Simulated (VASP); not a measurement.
**CdIn2O4: relaxation of cell and atoms with LDA**

Crystal: CdIn2O4.

```xyz
14
Lattice="0.0000 4.6575 4.6575 4.6575 0.0000 4.6575 4.6575 4.6575 0.0000" Properties=species:S:1:pos:R:3 pbc="T T T"
Cd    0.0000    0.0000    0.0000
Cd    2.3287    2.3287    2.3287
In    5.8218    5.8218    5.8218
In    5.8218    3.4931    3.4931
In    3.4931    3.4931    5.8218
In    3.4931    5.8218    3.4931
O     8.0293    8.0293    8.0293
O     3.6144    5.7005    5.7005
O     5.9432    5.9432    8.0293
O     5.7005    3.6144    5.7005
O     8.0293    5.9432    5.9432
O     3.6144    3.6144    3.6144
O     5.9432    8.0293    5.9432
O     5.7005    5.7005    3.6144
```

| Quantity | Value |
| --- | --- |
| Program | VASP 6.6.1 |
| Task | relaxation of cell and atoms |
| Functional | LDA |
| Potentials or basis | VASP PAW LDA potentials, release 64 (Cd, In_d, O) |
| Cutoff | 600 eV |
| k mesh | 4 × 4 × 4 |
| Occupations | fermi-dirac, width 0.02 eV |
| Spin | no spin polarisation |
| Dipole correction | no |
| Further INCAR settings | ALGO = Normal; EDIFF = 1e-07; IBRION = 2; EDIFFG = -0.005; NSW = 80; ISIF = 3 |

| Item | Value |
| --- | --- |
| Relaxed volume | 13.50 Å³/atom |
| Relaxed cell | a = 6.442 Å, b = 6.442 Å, c = 6.442 Å, α = 60.00°, β = 60.00°, γ = 60.00° |
| Space group after relaxing (to 0.1 Å) | Fd-3m (No. 227) |
| Energy gained by relaxing | 28.0 meV/atom |
| Ionic steps | 8 |
| Pressure after relaxing | 0.0 GPa |
| Band gap on the k mesh | 1.07 eV (least direct gap 1.12 eV) |

Step by step:
```tsv
step	energy change (eV)	largest force (eV/Å)	pressure (GPa)	volume (Å³)
1	0.0000	0.1976	-9.11	202.06
2	-0.0469	0.5990	10.57	178.99
3	-0.3848	0.1752	-0.19	189.58
4	-0.3848	0.1838	0.01	189.34
5	-0.3913	0.0264	0.11	188.94
6	-0.3914	0.0046	0.13	188.89
7	-0.3914	0.0052	-0.12	189.17
8	-0.3914	0.0004	-0.01	189.03
```

Final structure:
```cif
data_structure
_symmetry_space_group_name_H-M 'P 1'
_symmetry_Int_Tables_number 1
_cell_length_a 6.4419
_cell_length_b 6.4419
_cell_length_c 6.4419
_cell_angle_alpha 60.000
_cell_angle_beta 60.000
_cell_angle_gamma 60.000
_cell_volume 189.03
loop_
_atom_site_label
_atom_site_type_symbol
_atom_site_fract_x
_atom_site_fract_y
_atom_site_fract_z
_atom_site_occupancy
Cd1 Cd 0.00000 0.00000 0.00000 1
Cd2 Cd 0.25000 0.25000 0.25000 1
In1 In 0.62500 0.62500 0.62500 1
In2 In 0.12500 0.62500 0.62500 1
In3 In 0.62500 0.62500 0.12500 1
In4 In 0.62500 0.12500 0.62500 1
O1 O 0.86224 0.86224 0.86224 1
O2 O 0.83672 0.38776 0.38776 1
O3 O 0.86224 0.86224 0.41328 1
O4 O 0.38776 0.83672 0.38776 1
O5 O 0.41328 0.86224 0.86224 1
O6 O 0.38776 0.38776 0.38776 1
O7 O 0.86224 0.41328 0.86224 1
O8 O 0.38776 0.38776 0.83672 1
```

Levels at points of the mesh, in eV from the valence-band top:
| k point | band 60 | band 61 | band 62 | band 63 | band 64 | band 65 |
| --- | --- | --- | --- | --- | --- | --- |
| (0.00, 0.00, 0.00) | -0.12 | -0.05 | -0.05 | 1.07 | 5.10 | 5.67 |
| (0.50, 0.00, 0.00) | -0.33 | 0.00 | 0.00 | 3.79 | 3.94 | 6.01 |
| (0.50, 0.50, 0.00) | -0.23 | -0.09 | -0.09 | 4.58 | 4.58 | 6.11 |

It took 20 min on 1 thread of Intel(R) Xeon(R) Platinum 8259CL CPU @ 2.50GHz (Skylake/Cascade Lake), with other jobs on the host, peak memory 0.39 GiB.

Caveat: spin-orbit coupling is left out, which moves the levels of the heavy elements. A k mesh can miss the band edges.
